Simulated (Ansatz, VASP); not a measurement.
**One calculation of Re, two programs**

```
Re
1.0
     0.00000    1.96513    1.97500
     1.97500    0.00000    1.97500
     1.97500    1.96513    0.00000
Re
1
Direct
  0.00000 0.00000 0.00000
```

Change from the starting cell: strain -0.0050 x Voigt [0, 1, 0, 0, 0, 0], atoms carried along.

Alike in both runs: task single point; functional PBEsol; k mesh 20 × 20 × 20; occupations gaussian, width 0.15 eV; no spin polarisation.

|  | VASP | Ansatz |
| --- | --- | --- |
| version | VASP 6.6.1 | Ansatz 0.2.0 |
| potentials or method | VASP PAW PBE potentials, release 64 (Re), cutoff 520 eV | scalar-relativistic, plane waves, PAW |
| valence electrons in the cell | 7 | 15 |

Ansatz gave:

- gap on the k mesh at the Fermi level (eV): none
- pressure (GPa): -17.0
- traceless stress, the component that is largest in VASP (GPa): 0.90

Q: Which values does VASP return?

A: gap on the k mesh at the Fermi level (eV): none; pressure (GPa): -17.4; traceless stress, the component that is largest in VASP (GPa): 0.89.

VASP's potentials were made for PBE, not for PBEsol. A gap of «none» marks a metal or a gap that the smearing closes. VASP's potentials hold 7 valence electrons a cell and Ansatz's 15, so a difference there can come from the potentials and not from the codes.

Spin-orbit coupling is off throughout.
